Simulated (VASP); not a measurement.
# Ga2O3 (C2/m) in VASP: single point with PBE

Aim: the single point of Ga2O3 with PBE.

All numbers are computed with VASP 6.6.1; they aren't measurements. Logs are shortened: lines on timing, memory, paths and dates and some standing lists are left out, and cuts for length are marked.

## Step 1: The cell of the first run

Symmetry: C2/m, No. 12, monoclinic system. The conventional cell has a = 12.132 Å, b = 3.009 Å, c = 5.750 Å, α = 90.00°, β = 103.81°, γ = 90.00°. Within 2.5 Å of Ga (site symmetry m) lie 6 O at 1.92 to 2.05 Å. Within 2.4 Å of Ga (site symmetry m) lie 4 O at 1.82 to 1.85 Å. O (site symmetry m) has 3 Ga at 1.83 to 1.92 Å within 2.4 Å. O (site symmetry m) has 4 Ga at 1.85 to 2.05 Å and 12 O at 2.59 to 3.16 Å within 3.2 Å. Within 2.4 Å of O (site symmetry m) lie 3 Ga at 1.82 to 1.93 Å.

## Step 2: Single point, PBE (strain -1.0%)

The input, INCAR:

```
ALGO = Normal
EDIFF = 1E-7
ENCUT = 520
GGA = PE
ISIF = 2
ISMEAR = -1
LASPH = True
LCHARG = True
LELF = True
LREAL = False
LVHAR = True
LWAVE = False
NBANDS = 55
NELM = 80
PREC = Accurate
SIGMA = 0.02
```

The input, KPOINTS:

```
k-points
0
Gamma
  8 8 4
```

The input, POSCAR:

```
Ga2O3
1.0
    6.0661391547     -1.5043623772     -0.0025872400
    6.0661391547      1.5043623772     -0.0025872400
   -1.3698023029      0.0000000000      5.5846727333
Ga O
4 6
Direct
    0.3407262439      0.3407262439      0.6860830438
    0.6592737561      0.6592737561      0.3139169562
    0.9088758231      0.9088758231      0.2049016723
    0.0911241769      0.0911241769      0.7950983277
    0.5032134682      0.5032134682      0.7454571709
    0.4967865318      0.4967865318      0.2545428291
    0.8274896985      0.8274896985      0.4388484128
    0.1725103015      0.1725103015      0.5611515872
    0.1674731196      0.1674731196      0.1086713978
    0.8325268804      0.8325268804      0.8913286022
```

Potentials or basis: VASP PAW PBE potentials, release 64 (Ga_d, O).

Started as:

```bash
$ cat potpaw_PBE.64/Ga_d/POTCAR potpaw_PBE.64/O/POTCAR > POTCAR
$ mpirun -np 1 vasp_std > vasp.out
```

OUTCAR:

```text
EDIFF = 1E-7
   ENCUT = 520
   GGA = PE
   ISIF = 2
   ISMEAR = -1
   LASPH = True
   LREAL = False
   NELM = 80
   PREC = Accurate

 ion  position               nearest neighbor table
   1  0.341  0.341  0.686-   5 1.92  10 1.93  10 1.93   8 2.00   7 2.05   7 2.05
   2  0.659  0.659  0.314-   6 1.92   9 1.93   9 1.93   7 2.00   8 2.05   8 2.05
   3  0.909  0.909  0.205-  10 1.82   6 1.83   6 1.83   7 1.85
   4  0.091  0.091  0.795-   9 1.82   5 1.83   5 1.83   8 1.85
   5  0.503  0.503  0.745-   4 1.83   4 1.83   1 1.92
   6  0.497  0.497  0.255-   3 1.83   3 1.83   2 1.92
   7  0.827  0.827  0.439-   3 1.85   2 2.00   1 2.05   1 2.05
   8  0.173  0.173  0.561-   4 1.85   1 2.00   2 2.05   2 2.05
   9  0.167  0.167  0.109-   4 1.82   2 1.93   2 1.93
  10  0.833  0.833  0.891-   3 1.82   1 1.93   1 1.93

  LATTYP: Found a base centered monoclinic cell.
 ALAT       =    12.1322794129
 B/A-ratio  =     0.2479933615
 C/A-ratio  =     0.4739596675
 COS(beta)  =    -0.2386319463

  Lattice vectors:

 A1 = (   6.0661391547,  -1.5043623772,  -0.0025872400)
 A2 = (   6.0661391547,   1.5043623772,  -0.0025872400)
 A3 = (  -1.3698023029,   0.0000000000,   5.5846727333)

Analysis of symmetry for initial positions (statically):
=====================================================================
 Subroutine PRICEL returns:
 Original cell was already a primitive cell.

 Routine SETGRP: Setting up the symmetry group for a
 base centered monoclinic supercell.

 Subroutine GETGRP returns: Found  4 space group operations
 (whereof  4 operations were pure point group operations)
 out of a pool of  4 trial point group operations.

The static configuration has the point symmetry C_2h.

Analysis of symmetry for dynamics (positions and initial velocities):
=====================================================================
 Subroutine PRICEL returns:
 Original cell was already a primitive cell.

 Routine SETGRP: Setting up the symmetry group for a
 base centered monoclinic supercell.

 Subroutine GETGRP returns: Found  4 space group operations
 (whereof  4 operations were pure point group operations)
 out of a pool of  4 trial point group operations.

The dynamic configuration has the point symmetry C_2h.

 Subroutine INISYM returns: Found  4 space group operations
 (whereof  4 operations are pure point group operations),
 and found     1 'primitive' translations

----------------------------------------------------------------------------------------

                                     Primitive cell

  volume of cell :     101.9171

  direct lattice vectors                    reciprocal lattice vectors
     6.066139155 -1.504362377 -0.002587240     0.082433373 -0.332366727  0.020219166
     6.066139155  1.504362377 -0.002587240     0.082433373  0.332366727  0.020219166
    -1.369802303  0.000000000  5.584672733     0.000076379  0.000000000  0.179080256

  length of vectors
     6.249892567  6.249892567  5.750211117     0.343033114  0.343033114  0.179080272

  position of ions in fractional coordinates (direct lattice)
     0.340726244  0.340726244  0.686083044
     0.659273756  0.659273756  0.313916956
     0.908875823  0.908875823  0.204901672
     0.091124177  0.091124177  0.795098328
     0.503213468  0.503213468  0.745457171
     0.496786532  0.496786532  0.254542829
     0.827489699  0.827489699  0.438848413
     0.172510301  0.172510301  0.561151587
     0.167473120  0.167473120  0.108671398
     0.832526880  0.832526880  0.891328602

  ion indices of the primitive-cell ions
   primitive index   ion index
                 1           1
                 2           2
                 3           3
                 4           4
                 5           5
                 6           6
                 7           7
                 8           8
                 9           9
                10          10

----------------------------------------------------------------------------------------

 KPOINTS: k-points

Automatic generation of k-mesh.
 Grid dimensions read from file:
 generate k-points for:    8    8    4

 Generating k-lattice:

  Cartesian coordinates                     Fractional coordinates (reciprocal lattice)
     0.010304172 -0.041545841  0.002527396     0.125000000 -0.000000000  0.000000000
     0.010304172  0.041545841  0.002527396    -0.000000000  0.125000000  0.000000000
     0.000019095  0.000000000  0.044770064     0.000000000  0.000000000  0.250000000

  Length of vectors
     0.042879139  0.042879139  0.044770068

  Shift w.r.t. Gamma in fractional coordinates (k-lattice)
     0.000000000  0.000000000  0.000000000

 Subroutine IBZKPT returns following result:
 ===========================================

 Found     78 irreducible k-points:

 Following reciprocal coordinates:
            Coordinates               Weight
  0.000000  0.000000  0.000000      1.000000
  0.125000 -0.000000  0.000000      4.000000
  0.250000 -0.000000  0.000000      4.000000
  0.375000 -0.000000 -0.000000      4.000000
  0.500000 -0.000000  0.000000      2.000000
  0.125000  0.125000  0.000000      2.000000
[... 16 lines left out ...]
  0.125000  0.000000  0.250000      4.000000
  0.250000  0.000000  0.250000      4.000000
 [... further k-points ...]
   k-points           NKPTS =     78   k-points in BZ     NKDIM =     78   number of bands    NBANDS=     55
   number of dos      NEDOS =    301   number of ions     NIONS =     10
   total plane-waves  NPLWV = 110592
   dimension x,y,z NGX =    48 NGY =   48 NGZ =   48
   dimension x,y,z NGXF=    96 NGYF=   96 NGZF=   96
   ions per type =               4   6
   NGX,Y,Z   is equivalent  to a cutoff of  12.77, 12.77, 13.88 a.u.
   NGXF,Y,Z  is equivalent  to a cutoff of  25.54, 25.54, 27.75 a.u.
 SYSTEM =  unknown system
   PREC   = accura    normal or accurate (medium, high low for compatibility)
   ISTART =      0    job   : 0-new  1-cont  2-samecut
   ICHARG =      2    charge: 1-file 2-atom 10-const
   ISPIN  =      1    spin polarized calculation?
   LNONCOLLINEAR =      F non collinear calculations
   LSORBIT =      F    spin-orbit coupling
   LASPH  =      T    aspherical Exc in radial PAW
   ENCUT  =  520.0 eV  38.22 Ry    6.18 a.u.  11.62 11.62 10.69*2*pi/ulx,y,z
   NELM   =     80;   NELMIN=  2; NELMDL= -5     # of ELM steps
   EDIFF  = 0.1E-06   stopping-criterion for ELM
   LREAL  =      F    real-space projection
   EDIFFG = 0.1E-05   stopping-criterion for IOM
   NSW    =      0    number of steps for IOM
   IBRION =     -1    ionic relax: 0-MD 1-quasi-New 2-CG
   NFREE  =      0    steps in history (QN), initial steepest desc. (CG)
   ISIF   =      2    stress and relaxation
   ISYM   =      2    0-nonsym 1-usesym 2-fastsym
   POTIM  = 0.5000    time-step for ionic-motion
   TEBEG  =    0.0;   TEEND  =   0.0 temperature during run
   PSTRESS=    0.0 pullay stress
   NELECT =      88.0000    total number of electrons
   NUPDOWN=      -1.0000    fix difference up-down
   EMIN   =  10.00;   EMAX   =-10.00  energy-range for DOS
   EFERMI =   0.00;   METHOD = LEGACY
   ISMEAR =    -1;   SIGMA  =   0.02  broadening in eV -4-tet -1-fermi 0-gaus
   EFERMI_NEDOS =   21; number of points for ismear=-14 and -15
   IALGO  =     38    algorithm
   IMIX   =      4    mixing-type and parameters
     AMIX     =   0.40;   BMIX     =  1.00
     AMIX_MAG =   1.60;   BMIX_MAG =  1.00
  volume/ion in A,a.u.               =      10.19        68.78
  Fermi-wavevector in a.u.,A,eV,Ry     =   1.558906  2.945906 33.064727  2.430189
  Thomas-Fermi vector in A             =   2.662342
   LORBIT       =      0    0 simple, 1 ext, 2 COOP (PROOUT), +10 PAW based schemes
   GGA     = PE    functional components
   LHFCALC =     F    Hartree Fock is set to
   AEXX    =    0.0000 exact exchange contribution
   IVDW    =     0    specifies the selected vdW correction
   LEPSILON=     F    determine dielectric tensor
   LRPA    =     F    only Hartree local field effects (RPA)
 non-spin polarized calculation
  energy-cutoff  :      520.00
  volume of cell :      101.92
 maximum number of plane-waves:      2768
 NGX is ok and might be reduce to    48
   NGX = 23   NGY = 23   NGZ = 21

 number of electron      88.0000010 magnetization

 Free energy of the ion-electron system (eV)
  ---------------------------------------------------
  ext. energy  EPLUGINS =         0.00000000
  ---------------------------------------------------
  free energy    TOTEN  =       -59.32550580 eV

  energy without entropy =      -59.32550580  energy(sigma->0) =      -59.32550580

 E-fermi :   4.5757     XC(G=0): -11.7863

 val. band max:        4.1534588646   @ k =   0.5000   0.3750   0.5000
 cond. band min:       6.7508509164   @ k =   0.0000   0.0000   0.0000
 fundamental gap:      2.5973920518
 Fermi energy:         4.5756833801

 k-point     1 :       0.0000    0.0000    0.0000
  band No.  band energies     occupation
      1     -14.9835      2.00000
      2     -13.7086      2.00000
      3     -13.7071      2.00000
      4     -13.6088      2.00000
      5     -13.1136      2.00000
      6     -13.0972      2.00000
[... 47 lines left out ...]
     54      16.7270      0.00000
     55      16.9953      0.00000

 k-point     2 :       0.1250   -0.0000    0.0000
  band No.  band energies     occupation
      1     -14.8564      2.00000
      2     -13.7153      2.00000
      3     -13.6598      2.00000
      4     -13.5199      2.00000
      5     -13.1138      2.00000
      6     -13.0956      2.00000
[... 47 lines left out ...]
     54      15.8188      0.00000
     55      15.9908      0.00000
[... 1216 lines left out ...]
     54      16.0127      0.00000
     55      16.5094      0.00000

 k-point    24 :       0.2500    0.0000    0.2500
  band No.  band energies     occupation
      1     -14.4006      2.00000
      2     -13.7752      2.00000
      3     -13.6028      2.00000
      4     -13.3606      2.00000
      5     -13.1560      2.00000
      6     -13.0511      2.00000
[... 47 lines left out ...]
     54      15.1198      0.00000
     55      16.4483      0.00000

 [... further k-points ...]

------------------------ aborting loop because EDIFF is reached ----------------------------------------

  FORCE on cell =-STRESS in cart. coord.  units (eV):
  Direction    XX          YY          ZZ          XY          YZ          ZX
  --------------------------------------------------------------------------------------
  -------------------------------------------------------------------------------------
  Total        9.0541116     10.0649966      9.4844201      0.0000000      0.0000000      0.1570637
  in kB      142.3342128    158.2257244    149.0988326      0.0000000      0.0000000      2.4691030
  external PRESSURE =     149.8862566 kB  Pullay stress =       0.0000000 kB

 VOLUME and BASIS-vectors are now :
 -----------------------------------------------------------------------------
  energy-cutoff  :      520.00
  volume of cell :      101.92
      direct lattice vectors                 reciprocal lattice vectors
     6.066139155 -1.504362377 -0.002587240     0.082433373 -0.332366727  0.020219166
     6.066139155  1.504362377 -0.002587240     0.082433373  0.332366727  0.020219166
    -1.369802303  0.000000000  5.584672733     0.000076379  0.000000000  0.179080256

 POSITION                                       TOTAL-FORCE (eV/Angst)
 -----------------------------------------------------------------------------------
      3.19399      0.00000      3.82979         0.047756      0.000000      0.023217
      7.56849      0.00000      1.74971        -0.047756      0.000000     -0.023217
     10.74606      0.00000      1.13961        -0.009325      0.000000     -0.018871
      0.01642      0.00000      4.43989         0.009325      0.000000      0.018871
      5.08400      0.00000      4.16053        -0.070916      0.000000     -0.062530
      5.67848      0.00000      1.41897         0.070916      0.000000      0.062530
      9.43820      0.00000      2.44654         0.015730      0.000000      0.043954
      1.32428      0.00000      3.13296        -0.015730      0.000000     -0.043954
      1.88297      0.00000      0.60603         0.248422      0.000000      0.007565
      8.87950      0.00000      4.97347        -0.248422      0.000000     -0.007565
 -----------------------------------------------------------------------------------
    total drift:                                0.000000      0.000000      0.000000

  FREE ENERGIE OF THE ION-ELECTRON SYSTEM (eV)
  ---------------------------------------------------
  free  energy   TOTEN  =       -59.3255058005 eV

  energy  without entropy=      -59.3255058004  energy(sigma->0) =      -59.32550580
```

Run time: 22 min. Hardware: 1 thread of Intel Xeon 8259CL, shared host; peak memory 0.53 GiB.

What came out:

```
Free energy            : -59.3255 eV
Pressure               : 15.0 GPa
Largest force          : 0.249 eV/Å
Band gap on the k mesh : 2.60 eV (least direct gap 2.62 eV)
```

Forces in eV/Å, atoms in the order of the input:
```
Ga   0.048  0.000  0.023
Ga  -0.048  0.000 -0.023
Ga  -0.009  0.000 -0.019
Ga   0.009  0.000  0.019
O   -0.071  0.000 -0.063
O    0.071  0.000  0.063
O    0.016  0.000  0.044
O   -0.016  0.000 -0.044
O    0.248  0.000  0.008
O   -0.248  0.000 -0.008
```

Stress tensor (GPa, compression positive):
```
14.23  0.00  0.25
 0.00 15.82  0.00
 0.25  0.00 14.91
```

Caveat: the cell differs from its parent crystal (strain -1.0%); the cell stands under pressure.
